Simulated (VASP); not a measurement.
# H (I4/mmm) in VASP: a series of runs

The runs below take H through single point, with PBE.

Everything below comes from runs of VASP 6.6.1. Logs are shortened: lines on timing, memory, paths and dates and some standing lists are left out, and cuts for length are marked.

## Step 1: The cell of the first run

It takes space group I4/mmm (No. 139, tetragonal). Conventional cell: a = 2.156 Å, b = 2.156 Å, c = 3.067 Å, α = 90.00°, β = 90.00°, γ = 90.00°. Within 1.0 Å of H (site symmetry 4mm) lie 1 H at 0.74 Å.

## Step 2: Single point, PBE

Contents of INCAR:

```
PREC = Accurate
ENCUT = 500
EDIFF = 1E-6
ISMEAR = 0
SIGMA = 0.01
LREAL = F
LASPH = T
NELM = 120
ALGO = Normal
ISIF = 2
LWAVE = F
LCHARG = T
GGA = PE
LELF = T
LVHAR = T
NBANDS = 8
GGA_COMPAT = F
```

Contents of KPOINTS:

```
regular mesh
0
Gamma
  8 8 8
```

Contents of POSCAR:

```
H
1.0
   -1.0781701337      1.0781701337      1.5335401499
    1.0781701337     -1.0781701337      1.5335401499
    1.0781701337      1.0781701337     -1.5335401499
H
2
Direct
    0.8797266364      0.8797266364      0.0000000000
    0.1202733636      0.1202733636      0.0000000000
```

Potentials or basis: VASP PAW PBE potentials, release 64 (H).

Launch:

```sh
> cat potpaw_PBE.64/H/POTCAR > POTCAR
> mpirun -np 1 vasp_std > vasp.out
```

OUTCAR:

```text
PREC = Accurate
   ENCUT = 500
   EDIFF = 1E-6
   ISMEAR = 0
   LREAL = F
   LASPH = T
   NELM = 120
   ISIF = 2
   GGA = PE

 ion  position               nearest neighbor table
   1  0.880  0.880  0.000-   2 0.74
   2  0.120  0.120  0.000-   1 0.74

  LATTYP: Found a body centered tetragonal cell.
 ALAT       =     2.1563402674
 C/A-ratio  =     1.4223545079

  Lattice vectors:

 A1 = (  -1.0781701337,   1.0781701337,   1.5335401499)
 A2 = (   1.0781701337,  -1.0781701337,   1.5335401499)
 A3 = (   1.0781701337,   1.0781701337,  -1.5335401499)

Analysis of symmetry for initial positions (statically):
=====================================================================
 Subroutine PRICEL returns:
 Original cell was already a primitive cell.

 Routine SETGRP: Setting up the symmetry group for a
 body centered tetragonal supercell.

 Subroutine GETGRP returns: Found 16 space group operations
 (whereof 16 operations were pure point group operations)
 out of a pool of 16 trial point group operations.

The static configuration has the point symmetry D_4h.

Analysis of symmetry for dynamics (positions and initial velocities):
=====================================================================
 Subroutine PRICEL returns:
 Original cell was already a primitive cell.

 Routine SETGRP: Setting up the symmetry group for a
 body centered tetragonal supercell.

 Subroutine GETGRP returns: Found 16 space group operations
 (whereof 16 operations were pure point group operations)
 out of a pool of 16 trial point group operations.

The dynamic configuration has the point symmetry D_4h.

 Subroutine INISYM returns: Found 16 space group operations
 (whereof 16 operations are pure point group operations),
 and found     1 'primitive' translations

----------------------------------------------------------------------------------------

                                     Primitive cell

  volume of cell :       7.1307

  direct lattice vectors                    reciprocal lattice vectors
    -1.078170134  1.078170134  1.533540150     0.000000000  0.463748702  0.326042980
     1.078170134 -1.078170134  1.533540150     0.463748702  0.000000000  0.326042980
     1.078170134  1.078170134 -1.533540150     0.463748702  0.463748702  0.000000000

  length of vectors
     2.162555679  2.162555679  2.162555679     0.566892303  0.566892303  0.655839704

  position of ions in fractional coordinates (direct lattice)
     0.879726636  0.879726636  0.000000000
[... 76 lines left out ...]
   ENCUT  =  500.0 eV  36.75 Ry    6.06 a.u.   3.94  3.94  3.94*2*pi/ulx,y,z
   NELM   =    120;   NELMIN=  2; NELMDL= -5     # of ELM steps
   EDIFF  = 0.1E-05   stopping-criterion for ELM
   LREAL  =      F    real-space projection
   EDIFFG = 0.1E-04   stopping-criterion for IOM
   NSW    =      0    number of steps for IOM
   IBRION =     -1    ionic relax: 0-MD 1-quasi-New 2-CG
   NFREE  =      0    steps in history (QN), initial steepest desc. (CG)
   ISIF   =      2    stress and relaxation
   ISYM   =      2    0-nonsym 1-usesym 2-fastsym
   POTIM  = 0.5000    time-step for ionic-motion
   TEBEG  =    0.0;   TEEND  =   0.0 temperature during run
   PSTRESS=    0.0 pullay stress
   NELECT =       2.0000    total number of electrons
   NUPDOWN=      -1.0000    fix difference up-down
   EMIN   =  10.00;   EMAX   =-10.00  energy-range for DOS
   EFERMI =   0.00;   METHOD = LEGACY
   ISMEAR =     0;   SIGMA  =   0.01  broadening in eV -4-tet -1-fermi 0-gaus
   EFERMI_NEDOS =   21; number of points for ismear=-14 and -15
   IALGO  =     38    algorithm
   IMIX   =      4    mixing-type and parameters
     AMIX     =   0.40;   BMIX     =  1.00
     AMIX_MAG =   1.60;   BMIX_MAG =  1.00
  volume/ion in A,a.u.               =       3.57        24.06
  Fermi-wavevector in a.u.,A,eV,Ry     =   1.071622  2.025072 15.624570  1.148374
  Thomas-Fermi vector in A             =   2.207368
   LORBIT       =      0    0 simple, 1 ext, 2 COOP (PROOUT), +10 PAW based schemes
   GGA     = PE    functional components
   LHFCALC =     F    Hartree Fock is set to
   AEXX    =    0.0000 exact exchange contribution
   IVDW    =     0    specifies the selected vdW correction
   LEPSILON=     F    determine dielectric tensor
   LRPA    =     F    only Hartree local field effects (RPA)
 non-spin polarized calculation
 Gauss-broadening in eV      SIGMA  =   0.01
  energy-cutoff  :      500.00
  volume of cell :        7.13
 maximum number of plane-waves:       190
   NGX =  7   NGY =  7   NGZ =  7

 number of electron       2.0000000 magnetization

 Free energy of the ion-electron system (eV)
  ---------------------------------------------------
  ext. energy  EPLUGINS =         0.00000000
  ---------------------------------------------------
  free energy    TOTEN  =        -6.17376216 eV

  energy without entropy =       -6.17376216  energy(sigma->0) =       -6.17376216

 E-fermi :  -1.7185     XC(G=0):  -9.5032

 val. band max:       -1.8412236572   @ k =   0.5000   0.5000   0.5000
 cond. band min:       3.3420891376   @ k =   0.5000   0.0000  -0.0000
 fundamental gap:      5.1833127949
 Fermi energy:        -1.7184840564

 k-point     1 :       0.0000    0.0000    0.0000
  band No.  band energies     occupation
      1     -13.2728      2.00000
      2      25.0439      0.00000
      3      25.7944      0.00000
      4      38.3551      0.00000
      5      38.3551      0.00000
      6      39.3720      0.00000
      7      39.3720      0.00000
      8      42.3879      0.00000
[... 243 lines left out ...]
 k-point    24 :       0.3750    0.1250    0.1250
  band No.  band energies     occupation
      1      -4.4279      2.00000
      2       5.2807      0.00000
      3      17.8629      0.00000
      4      20.6419      0.00000
      5      32.7850      0.00000
      6      35.8493      0.00000
      7      49.1637      0.00000
      8      50.7254      0.00000

 [... further k-points ...]
[... 5 lines left out ...]
  --------------------------------------------------------------------------------------
  -------------------------------------------------------------------------------------
  Total        1.3877496      1.3877496      1.3693771      0.0000000      0.0000000      0.0000000
  in kB      311.8113711    311.8113711    307.6832903      0.0000000      0.0000000      0.0000000
  external PRESSURE =     310.4353442 kB  Pullay stress =       0.0000000 kB

 VOLUME and BASIS-vectors are now :
 -----------------------------------------------------------------------------
  energy-cutoff  :      500.00
  volume of cell :        7.13
      direct lattice vectors                 reciprocal lattice vectors
    -1.078170134  1.078170134  1.533540150     0.000000000  0.463748702  0.326042980
     1.078170134 -1.078170134  1.533540150     0.463748702  0.000000000  0.326042980
     1.078170134  1.078170134 -1.533540150     0.463748702  0.463748702  0.000000000

 POSITION                                       TOTAL-FORCE (eV/Angst)
 -----------------------------------------------------------------------------------
      0.00000      0.00000      2.69819         0.000000      0.000000      0.009098
      0.00000      0.00000      0.36889        -0.000000     -0.000000     -0.009098
 -----------------------------------------------------------------------------------
    total drift:                                0.000000      0.000000     -0.000000

  FREE ENERGIE OF THE ION-ELECTRON SYSTEM (eV)
  ---------------------------------------------------
  free  energy   TOTEN  =        -6.1737621644 eV

  energy  without entropy=       -6.1737621644  energy(sigma->0) =       -6.17376216
```

It took 3.9 s on 1 thread of AMD EPYC 9R45 (Zen 5), shared host; peak memory 0.07 GiB.

Results:

| Property | Result |
| --- | --- |
| Free energy | -6.1738 eV |
| Pressure | 31.0 GPa |
| Largest force | 0.009 eV/Å |
| Band gap on the k mesh | 5.18 eV, indirect (least direct gap 5.62 eV) |

Forces on the atoms (eV/Å):
```
H    0.000  0.000  0.009
H    0.000  0.000 -0.009
```

Caveat: the k points lie up to 0.52 Å⁻¹ apart.

## Step 3: Single point, PBE

This run uses another cell than the first one, of 3.24 Å³/atom, 0.909 times its volume.

Contents of INCAR:

```
SYSTEM = H
  PREC = Accurate
  ENCUT = 500
  EDIFF = 1E-6
  ISMEAR = 0
  SIGMA = 0.01
  LREAL = .False.
  LASPH = .True.
  NELM = 120
  ALGO = Normal
  ISIF = 2
  LWAVE = .False.
  LCHARG = .False.
  GGA = PE
  NBANDS = 8
  GGA_COMPAT = .False.
```

Contents of KPOINTS:

```
regular mesh
0
Gamma
  8 8 8
  0 0 0
```

Contents of POSCAR:

```
H
1.0
   -1.0432902583      1.0432902583      1.4880049785
    1.0432902583     -1.0432902583      1.4880049785
    1.0432902583      1.0432902583     -1.4880049785
H
2
Direct
    0.8763919642      0.8763919642      0.0000000000
    0.1236080358      0.1236080358      0.0000000000
```

Potentials or basis: VASP PAW PBE potentials, release 64 (H).

Launch:

```sh
> cat potpaw_PBE.64/H/POTCAR > POTCAR
> mpirun -np 1 vasp_std > vasp.out
```

It took 3.3 s on 1 thread of AMD EPYC 9R45 (Zen 5), shared host; peak memory 0.07 GiB.

The run converged. Its results:

```
Free energy            : -6.0244 eV
Pressure               : 41.0 GPa
Largest force          : 0.005 eV/Å
Band gap on the k mesh : 4.62 eV, indirect (least direct gap 5.11 eV)
```

Forces on the atoms (eV/Å):
```
H    0.000  0.000  0.005
H    0.000  0.000 -0.005
```

Stress tensor (GPa, compression positive):
```
41.11  0.00  0.00
 0.00 41.11  0.00
 0.00  0.00 40.72
```

Levels at points of the mesh, in eV from the valence-band top:
| k point | band 1 | band 2 | band 3 | band 4 | band 5 | band 6 |
| --- | --- | --- | --- | --- | --- | --- |
| (0.00, 0.00, 0.00) | -12.71 | 28.10 | 29.51 | 42.18 | 42.18 | 43.00 |
| (0.50, 0.00, 0.00) | -4.25 | 4.62 | 29.93 | 30.37 | 36.77 | 39.48 |
| (0.50, 0.50, 0.00) | -1.83 | 10.23 | 17.84 | 23.36 | 27.09 | 27.26 |
| (0.50, 0.50, 0.50) | -0.02 | 5.09 | 19.85 | 25.84 | 25.84 | 29.23 |

Caveat: the k points lie up to 0.53 Å⁻¹ apart.

## Step 4: Single point, PBE

This run uses another cell than the first one, of 4.05 Å³/atom, 1.136 times its volume.

Contents of INCAR:

```
SYSTEM = H
PREC = Accurate ; ENCUT = 500
EDIFF = 1E-6 ; ISMEAR = 0
SIGMA = 0.01 ; LREAL = .False.
LASPH = .True. ; NELM = 120
ALGO = Normal ; ISIF = 2
LWAVE = .False. ; LCHARG = .False.
GGA = PE ; NBANDS = 8
GGA_COMPAT = .False.
```

Contents of KPOINTS:

```
Automatic mesh
0
Gamma
  8 8 8
  0 0 0
```

Contents of POSCAR:

```
H
1.0
   -1.1266224347      1.1266224347      1.5953488946
    1.1266224347     -1.1266224347      1.5953488946
    1.1266224347      1.1266224347     -1.5953488946
H
2
Direct
    0.8840150618      0.8840150618      0.0000000000
    0.1159849382      0.1159849382      0.0000000000
```

Launch:

```sh
> cat potpaw_PBE.64/H/POTCAR > POTCAR
> mpirun -np 1 vasp_std > vasp.out
```

Run time: 3.4 s. Hardware: 1 thread of AMD EPYC 9R45 (Zen 5), shared host; peak memory 0.07 GiB.

The run converged. Its results:

* Free energy: -6.3344 eV
* Pressure: 21.2 GPa
* Largest force: 0.011 eV/Å
* Band gap on the k mesh: 5.84 eV, indirect (least direct gap 6.26 eV)

Forces in eV/Å, atoms in the order of the input:
```
H    0.000  0.000  0.011
H    0.000  0.000 -0.011
```

Stress tensor (GPa, compression positive):
```
21.30  0.00  0.00
 0.00 21.30  0.00
 0.00  0.00 20.91
```

Levels at points of the mesh, in eV from the valence-band top:
```csv
k point,band 1,band 2,band 3,band 4
"(0.00, 0.00, 0.00)",-9.91,25.34,25.38,37.72
"(0.50, 0.00, 0.00)",-3.25,5.84,27.07,27.13
"(0.50, 0.50, 0.00)",-1.42,10.59,16.93,21.72
"(0.50, 0.50, 0.50)",0.00,6.26,18.93,23.83
```

Caveat: the k points lie up to 0.49 Å⁻¹ apart.

## Step 5: Single point, PBE

This run uses another cell than the first one, of 4.70 Å³/atom, 1.318 times its volume.

Contents of INCAR:

```
SYSTEM = H
PREC = Accurate
ENCUT = 500
EDIFF = 1E-6
ISMEAR = 0
SIGMA = 0.01
LREAL = .False.
LASPH = .True.
NELM = 120
ALGO = Normal
ISIF = 2
LWAVE = .False.
LCHARG = .False.
GGA = PE
NBANDS = 8
GGA_COMPAT = .False.
```

Contents of KPOINTS:

```
regular mesh
0
Gamma
  8 8 8
  0 0 0
```

Contents of POSCAR:

```
H
1.0
   -1.1859625152      1.1859625152      1.6704834817
    1.1859625152     -1.1859625152      1.6704834817
    1.1859625152      1.1859625152     -1.6704834817
H
2
Direct
    0.8888813905      0.8888813905      0.0000000000
    0.1111186095      0.1111186095      0.0000000000
```

Launch:

```sh
> cat potpaw_PBE.64/H/POTCAR > POTCAR
> mpirun -np 1 vasp_std > vasp.out
```

It took 4.4 s on 1 thread of AMD EPYC 9R45 (Zen 5), shared host; peak memory 0.08 GiB.

The run converged. Its results:

* Free energy: -6.4774 eV
* Pressure: 13.3 GPa
* Largest force: 0.011 eV/Å
* Band gap on the k mesh: 6.53 eV, indirect (least direct gap 6.92 eV)

Forces in eV/Å, atoms in the order of the input:
```
H    0.000  0.000  0.011
H    0.000  0.000 -0.011
```

Stress tensor (GPa, compression positive):
```
13.41  0.00  0.00
 0.00 13.41  0.00
 0.00  0.00 13.05
```

Levels at points of the mesh, in eV from the valence-band top:
| k point | band 1 | band 2 | band 3 | band 4 | band 5 | band 6 |
| --- | --- | --- | --- | --- | --- | --- |
| (0.00, 0.00, 0.00) | -8.32 | 22.97 | 23.80 | 35.09 | 35.09 | 36.58 |
| (0.50, 0.00, 0.00) | -2.70 | 6.53 | 25.17 | 25.50 | 30.83 | 34.21 |
| (0.50, 0.50, 0.00) | -1.19 | 10.77 | 16.39 | 20.76 | 23.88 | 24.52 |
| (0.50, 0.50, 0.50) | 0.00 | 6.92 | 18.38 | 22.63 | 22.63 | 25.70 |

Caveat: the k points lie up to 0.47 Å⁻¹ apart. Expect the measured gap to be larger: semilocal functionals such as PBE lack the derivative discontinuity.

## Step 6: The runs side by side

```csv
cell,gap on the mesh (eV),pressure (GPa),largest force (eV/Å)
"a = 2.163 Å, angles 120.2, 120.2, 89.7°, 2 atoms",5.18,31.0,0.01
"a = 2.095 Å, angles 120.3, 120.3, 89.5°, 2 atoms",4.62,41.0,0.01
"a = 2.255 Å, angles 120.0, 120.0, 89.9°, 2 atoms",5.84,21.2,0.01
"a = 2.367 Å, angles 119.9, 119.9, 90.2°, 2 atoms",6.53,13.3,0.01
```

Alike in all rows: task single point; level PBE; potentials or basis VASP PAW PBE potentials, release 64 (H); no spin polarisation; k mesh 8 × 8 × 8; cutoff (eV) 500; smearing gaussian 0.01 eV.

Caveats: all runs use coarse meshes.

Total energies depend on the potentials used, so only differences within one code and one set of settings carry meaning.
